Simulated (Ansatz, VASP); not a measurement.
## Two plane-wave programs on Si36C35

```
Si C
1.0
     4.63790   -8.03309    0.00000
    -9.27581    0.00000    0.00000
     0.00000    0.00000  -10.14858
Si C
36 35
Direct
  0.44444 0.55556 0.24960
  0.44444 0.55556 0.74888
  0.11273 0.55498 0.25269
  0.11042 0.55629 0.74954
  0.77558 0.55498 0.25269
  0.77921 0.55629 0.74954
  0.44502 0.22442 0.25269
  0.44371 0.22079 0.74954
  0.11273 0.22442 0.25269
  0.11042 0.22079 0.74954
  0.77778 0.22222 0.25151
  0.77778 0.22222 0.74971
  0.44502 0.88727 0.25269
  0.44371 0.88958 0.74954
  0.11111 0.88889 0.25115
  0.11111 0.88889 0.75046
  0.77558 0.88727 0.25269
  0.77921 0.88958 0.74954
  0.55231 0.44769 0.99461
  0.55589 0.44411 0.50261
  0.22871 0.44769 0.99461
  0.22156 0.44411 0.50261
  0.88803 0.44274 0.99942
  0.88918 0.44502 0.50024
  0.55726 0.11197 0.99942
  0.55498 0.11082 0.50024
  0.22205 0.11077 0.00019
  0.22204 0.11074 0.50079
  0.88803 0.11197 0.99942
  0.88918 0.11082 0.50024
  0.55231 0.77129 0.99461
  0.55589 0.77844 0.50261
  0.22205 0.77795 0.00019
  0.22204 0.77796 0.50079
  0.88923 0.77795 0.00019
  0.88926 0.77796 0.50079
  0.44444 0.55556 0.56287
  0.11584 0.55671 0.06263
  0.11044 0.55638 0.56243
  0.77420 0.55671 0.06263
  0.77928 0.55638 0.56243
  0.44329 0.22580 0.06263
  0.44362 0.22072 0.56243
  0.11584 0.22580 0.06263
  0.11044 0.22072 0.56243
  0.77778 0.22222 0.06261
  0.77778 0.22222 0.56112
  0.44329 0.88416 0.06263
  0.44362 0.88956 0.56243
  0.11111 0.88889 0.06212
  0.11111 0.88889 0.56202
  0.77420 0.88416 0.06263
  0.77928 0.88956 0.56243
  0.55642 0.44358 0.31689
  0.55625 0.44375 0.80837
  0.22049 0.44358 0.31689
  0.22084 0.44375 0.80837
  0.88916 0.44499 0.31110
  0.88864 0.44394 0.81195
  0.55501 0.11084 0.31110
  0.55606 0.11136 0.81195
  0.22221 0.11108 0.31209
  0.22213 0.11092 0.81238
  0.88916 0.11084 0.31110
  0.88864 0.11136 0.81195
  0.55642 0.77951 0.31689
  0.55625 0.77916 0.80837
  0.22221 0.77779 0.31209
  0.22213 0.77787 0.81238
  0.88892 0.77779 0.31209
  0.88908 0.77787 0.81238
```

Change from the starting cell: C vacancy (site b), charge +0, atoms relaxed at the host's cell.

Alike in both runs: functional PBE; k mesh 1 × 1 × 1; occupations gaussian, width 0.01 eV; no spin polarisation.

Ansatz relaxed the structure, and its values are those at the end. VASP's run is a single point on that final structure, the one shown.

|  | VASP | Ansatz |
| --- | --- | --- |
| version | VASP 6.6.1 | Ansatz 0.2.0 |
| potentials or method | VASP PAW PBE potentials, release 64 (Si, C), cutoff 520 eV | scalar-relativistic, plane waves, PAW |
| valence electrons in the cell | 284 | 284 |

|  | VASP | Ansatz | Ansatz less VASP |
| --- | --- | --- | --- |
| gap on the k mesh at the Fermi level (eV) | 0.43 | 0.43 | 0.000 |
| least direct gap on the mesh (eV) | 0.43 | 0.43 | 0.000 |
